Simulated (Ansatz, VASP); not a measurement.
## Two plane-wave programs on Y

```
CELL_PARAMETERS angstrom
0.00000 2.53158 2.53158
2.53158 0.00000 2.53158
2.53158 2.53158 0.00000
ATOMIC_POSITIONS crystal
Y 0.00000 0.00000 0.00000
```

Alike in both runs: functional PBE; k mesh 14 × 14 × 14; occupations gaussian, width 0.1 eV; no spin polarisation.

Ansatz relaxed the structure, and its values are those at the end. VASP's run is a single point on that final structure, the one shown.

|  | VASP | Ansatz |
| --- | --- | --- |
| version | VASP 6.6.1 | Ansatz 0.2.0 |
| potentials or method | VASP PAW PBE potentials, release 64 (Y_sv), cutoff 520 eV | scalar-relativistic, plane waves, PAW |
| valence electrons in the cell | 11 | 11 |

|  | VASP | Ansatz | Ansatz less VASP |
| --- | --- | --- | --- |
| gap on the k mesh at the Fermi level (eV) | none | none | - |
| pressure (GPa) | -0.1 | 0.0 | +0.14 |

A gap of «none» marks a metal or a gap that the smearing closes. The functional is the same, so the differences come from potentials, cutoffs and numerics.
